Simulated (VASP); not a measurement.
# Mg (Fd-3m) in VASP: a series of runs, part 2 of 2

VASP 6.6.1.

## (4) Single point, LDA (15.02 Å³/atom)

File INCAR:

```
PREC     = Accurate       # precision mode
ENCUT    = 520            # plane-wave cutoff, eV
EDIFF    = 1E-6           # SCF threshold, eV
ISMEAR   = -1             # smearing method
SIGMA    = 0.08           # smearing width, eV
LREAL    = False          # projectors in reciprocal space
LASPH    = True           # aspherical terms in the spheres
NELM     = 60             # most SCF steps
ALGO     = Normal         # electronic algorithm
ISIF     = 2              # what is computed and relaxed
LWAVE    = False          # write WAVECAR
LCHARG   = False          # write CHGCAR
NBANDS   = 9              # bands
```

File KPOINTS:

```
regular mesh
0
Gamma
  12 12 12
```

File POSCAR:

```
Mg
1.0
    0.0000000000      2.4671728140      2.4671728140
    2.4671728140      0.0000000000      2.4671728140
    2.4671728140      2.4671728140      0.0000000000
Mg
2
Direct
   -0.1250000000     -0.1250000000     -0.1250000000
    0.1250000000      0.1250000000      0.1250000000
```

Potentials or basis: VASP PAW LDA potentials, release 64 (Mg).

On the command line:

```console
$ cat potpaw_LDA.64/Mg/POTCAR > POTCAR
$ mpirun -np 1 vasp_std > vasp.out
```

OUTCAR:

```text
PREC = Accurate
   ENCUT = 520
   EDIFF = 1E-6
   ISMEAR = -1
   LREAL = False
   LASPH = True
   NELM = 60
   ISIF = 2

 ion  position               nearest neighbor table
   1  0.875  0.875  0.875-   2 2.14   2 2.14   2 2.14   2 2.14
   2  0.125  0.125  0.125-   1 2.14   1 2.14   1 2.14   1 2.14

  LATTYP: Found a face centered cubic cell.
 ALAT       =     4.9343456280

  Lattice vectors:

 A1 = (   0.0000000000,   2.4671728140,   2.4671728140)
 A2 = (   2.4671728140,   0.0000000000,   2.4671728140)
 A3 = (   2.4671728140,   2.4671728140,   0.0000000000)

Analysis of symmetry for initial positions (statically):
=====================================================================
 Subroutine PRICEL returns:
 Original cell was already a primitive cell.

 Routine SETGRP: Setting up the symmetry group for a
 face centered cubic supercell.

 Subroutine GETGRP returns: Found 48 space group operations
 (whereof 12 operations were pure point group operations)
 out of a pool of 48 trial point group operations.

The static configuration has the point symmetry D_3d.
 The point group associated with its full space group is O_h .

Analysis of symmetry for dynamics (positions and initial velocities):
=====================================================================
 Subroutine PRICEL returns:
 Original cell was already a primitive cell.

 Routine SETGRP: Setting up the symmetry group for a
 face centered cubic supercell.

 Subroutine GETGRP returns: Found 48 space group operations
 (whereof 12 operations were pure point group operations)
 out of a pool of 48 trial point group operations.

The dynamic configuration has the point symmetry D_3d.
 The point group associated with its full space group is O_h .

 Subroutine INISYM returns: Found 48 space group operations
 (whereof 12 operations are pure point group operations),
 and found     1 'primitive' translations

----------------------------------------------------------------------------------------

                                     Primitive cell
[... 116 lines left out ...]
   GGA     = CA    functional components
   LHFCALC =     F    Hartree Fock is set to
   AEXX    =    0.0000 exact exchange contribution
   IVDW    =     0    specifies the selected vdW correction
   LEPSILON=     F    determine dielectric tensor
   LRPA    =     F    only Hartree local field effects (RPA)
 non-spin polarized calculation
  energy-cutoff  :      520.00
  volume of cell :       30.04
 maximum number of plane-waves:       869
 NGX is ok and might be reduce to    28
   NGX = 13   NGY = 13   NGZ = 13

 number of electron       4.0000000 magnetization

 Free energy of the ion-electron system (eV)
  ---------------------------------------------------
  ext. energy  EPLUGINS =         0.00000000
  ---------------------------------------------------
  free energy    TOTEN  =         2.30316692 eV

  energy without entropy =        2.31794023  energy(sigma->0) =        2.31055358

 E-fermi :   5.2157     XC(G=0): -10.0816

 val. band max:        5.1546725502   @ k =  -0.3333   0.4167   0.1667
 cond. band min:       5.3174636140   @ k =   0.5000   0.3333   0.1667
 fundamental gap:      0.1627910638
 Fermi energy:         5.2157094356

 k-point     1 :       0.0000    0.0000    0.0000
  band No.  band energies     occupation
      1      -3.6800      2.00000
      2      11.5940      0.00000
      3      11.5940      0.00000
      4      11.5940      0.00000
      5      12.2440      0.00000
      6      12.2440      0.00000
      7      12.2440      0.00000
      8      15.3553      0.00000
      9      15.3553      0.00000
[... 265 lines left out ...]
 k-point    24 :      -0.4167    0.1667    0.0000
  band No.  band energies     occupation
      1       0.7868      2.00000
      2       1.7495      2.00000
      3       7.1914      0.00000
      4       9.0952      0.00000
      5      10.7080      0.00000
      6      13.1633      0.00000
      7      15.7032      0.00000
      8      17.5266      0.00000
      9      18.0345      0.00000

 [... further k-points ...]

------------------------ aborting loop because EDIFF is reached ----------------------------------------

  FORCE on cell =-STRESS in cart. coord.  units (eV):
  Direction    XX          YY          ZZ          XY          YZ          ZX
  --------------------------------------------------------------------------------------
  -------------------------------------------------------------------------------------
  Total       11.6553076     11.6553076     11.6553076      0.0000000      0.0000000     -0.0000000
  in kB      621.7354237    621.7354237    621.7354237      0.0000000      0.0000000     -0.0000000
  external PRESSURE =     621.7354237 kB  Pullay stress =       0.0000000 kB

 VOLUME and BASIS-vectors are now :
 -----------------------------------------------------------------------------
  energy-cutoff  :      520.00
  volume of cell :       30.04
      direct lattice vectors                 reciprocal lattice vectors
     0.000000000  2.467172814  2.467172814    -0.202661118  0.202661118  0.202661118
     2.467172814  0.000000000  2.467172814     0.202661118 -0.202661118  0.202661118
     2.467172814  2.467172814  0.000000000     0.202661118  0.202661118 -0.202661118

 POSITION                                       TOTAL-FORCE (eV/Angst)
 -----------------------------------------------------------------------------------
      4.31755      4.31755      4.31755        -0.000000     -0.000000     -0.000000
      0.61679      0.61679      0.61679         0.000000      0.000000      0.000000
 -----------------------------------------------------------------------------------
    total drift:                               -0.000000     -0.000000      0.000000

  FREE ENERGIE OF THE ION-ELECTRON SYSTEM (eV)
  ---------------------------------------------------
  free  energy   TOTEN  =         2.3031669205 eV

  energy  without entropy=        2.3179402303  energy(sigma->0) =        2.31055358
```

OSZICAR:

```text
N       E                     dE             d eps       ncg     rms          rms(c)
DAV:   1     0.558272954030E+01    0.55827E+01   -0.13372E+03  1296   0.323E+02
DAV:   2     0.222085229308E+01   -0.33619E+01   -0.33060E+01  1744   0.317E+01
DAV:   3     0.217810488285E+01   -0.42747E-01   -0.42642E-01  1672   0.320E+00
DAV:   4     0.217799741367E+01   -0.10747E-03   -0.10747E-03  1750   0.151E-01
DAV:   5     0.217799720620E+01   -0.20747E-06   -0.20691E-06  1622   0.523E-03    0.790E-01
DAV:   6     0.225611066695E+01    0.78113E-01   -0.48879E-03  1488   0.282E-01    0.496E-01
DAV:   7     0.230314058702E+01    0.47030E-01   -0.14679E-02  1499   0.480E-01    0.308E-02
DAV:   8     0.230316409561E+01    0.23509E-04   -0.32781E-04  1577   0.984E-02    0.835E-03
DAV:   9     0.230316545046E+01    0.13548E-05   -0.80795E-07  1756   0.504E-03    0.357E-03
DAV:  10     0.230316690720E+01    0.14567E-05   -0.19274E-07   976   0.284E-03    0.967E-04
DAV:  11     0.230316692045E+01    0.13257E-07   -0.19012E-08   720   0.906E-04
   1 F= 0.23031669E+01 E0= 0.23105536E+01  d E =-.147733E-01
```

stdout:

```text
POSCAR found type information on POSCAR Mg
 POSCAR found :  1 types and       2 ions
 scaLAPACK will be used
 LDA part: xc-table for (Slater(with rela. corr.)+CA(PZ))
 , standard interpolation
 POSCAR, INCAR and KPOINTS ok, starting setup
 FFT: planning ... GRIDC
 FFT: planning ... GRID_SOFT
 FFT: planning ... GRID
 WAVECAR not read
 entering main loop
```

Run time: 15 s. Hardware: 1 thread of AMD EPYC 7R43 (Zen 3), shared host; peak memory 0.11 GiB.

Results:

```yaml
Free_energy: 2.3032 eV
Pressure: 62.2 GPa
Band_gap_on_the_k_mesh: zero (bands 2 and 3 overlap by 8.50 eV)
```

Levels at points of the mesh, in eV from the Fermi level:
```csv
k point,band 1,band 2,band 3,band 4,band 5,band 6,band 7
"(0.00, 0.00, 0.00)",-8.90,6.38,6.38,6.38,7.03,7.03,7.03
"(0.50, 0.00, 0.00)",-4.44,-4.33,5.36,5.36,5.69,5.69,9.13
"(0.50, 0.50, 0.00)",-2.96,-2.96,1.94,1.94,3.31,3.31,15.75
```

Caveat: the cell stands under pressure.
